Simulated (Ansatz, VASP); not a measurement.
# NaBe in VASP and in Ansatz

```
Na Be
1.0
     2.73764    0.00000    0.00000
     0.00000    2.73764    0.00000
     0.00000    0.00000    4.76784
Na Be
1 1
Cartesian
  1.3688 1.3688 2.3839
  0.0000 0.0000 0.0000
```

Alike in both runs: functional PBE; k mesh 6 × 6 × 6; occupations gaussian, width 0.1 eV; no spin polarisation.

Ansatz relaxed the structure, and its values are those at the end. VASP's run is a single point on that final structure, the one shown.

|  | VASP | Ansatz |
| --- | --- | --- |
| version | VASP 6.6.1 | Ansatz 0.2.0 |
| potentials or method | VASP PAW PBE potentials, release 64 (Na_pv, Be), cutoff 520 eV | scalar-relativistic, plane waves, PAW |
| valence electrons in the cell | 9 | 11 |

|  | VASP | Ansatz | Ansatz less VASP |
| --- | --- | --- | --- |
| gap on the k mesh at the Fermi level (eV) | none | none | - |
| pressure (GPa) | 0.1 | 0.0 | -0.04 |

A gap of «none» marks a metal or a gap that the smearing closes. VASP's potentials hold 9 valence electrons a cell and Ansatz's 11, so a difference there can come from the potentials and not from the codes.

The k mesh is coarse, so the values compare programs but aren't converged.
